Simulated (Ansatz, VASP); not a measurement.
# GaAs: VASP beside Ansatz

```
CELL_PARAMETERS angstrom
0.00000 5.60338 -5.60338
5.60338 5.60338 0.00000
5.60338 0.00000 -5.60338
ATOMIC_POSITIONS crystal
Ga 0.50000 0.00000 0.50000
Ga 0.50000 0.50000 0.50000
Ga 0.00000 0.00000 0.50000
Ga 0.00000 0.50000 0.50000
Ga 0.50000 0.00000 0.00000
Ga 0.50000 0.50000 0.00000
Ga 0.00000 0.00000 0.00000
Ga 0.00000 0.50000 0.00000
As 0.12500 0.12500 0.12500
As 0.12500 0.62500 0.12500
As 0.62500 0.12500 0.12500
As 0.62500 0.62500 0.12500
As 0.12500 0.12500 0.62500
As 0.12500 0.62500 0.62500
As 0.62500 0.12500 0.62500
As 0.62500 0.62500 0.62500
```

Alike in both runs: task single point; functional LDA; k mesh 3 × 3 × 3; occupations gaussian, width 0.02 eV; no spin polarisation.

|  | VASP | Ansatz |
| --- | --- | --- |
| version | VASP 6.6.1 | Ansatz 0.2.0 |
| potentials or method | VASP PAW LDA potentials, release 64 (Ga_d, As), cutoff 520 eV | scalar-relativistic, plane waves, PAW |
| valence electrons in the cell | 144 | 224 |

```csv
,VASP,Ansatz,Ansatz less VASP
gap on the k mesh at the Fermi level (eV),0.53,0.48,-0.049
least direct gap on the mesh (eV),0.53,0.48,-0.049
pressure (GPa),0.2,0.0,-0.29
```

LDA's correlation is that of Perdew and Zunger in VASP and of Perdew and Wang (1992) in Ansatz. VASP's potentials hold 144 valence electrons a cell and Ansatz's 224, so a difference there can come from the potentials and not from the codes.
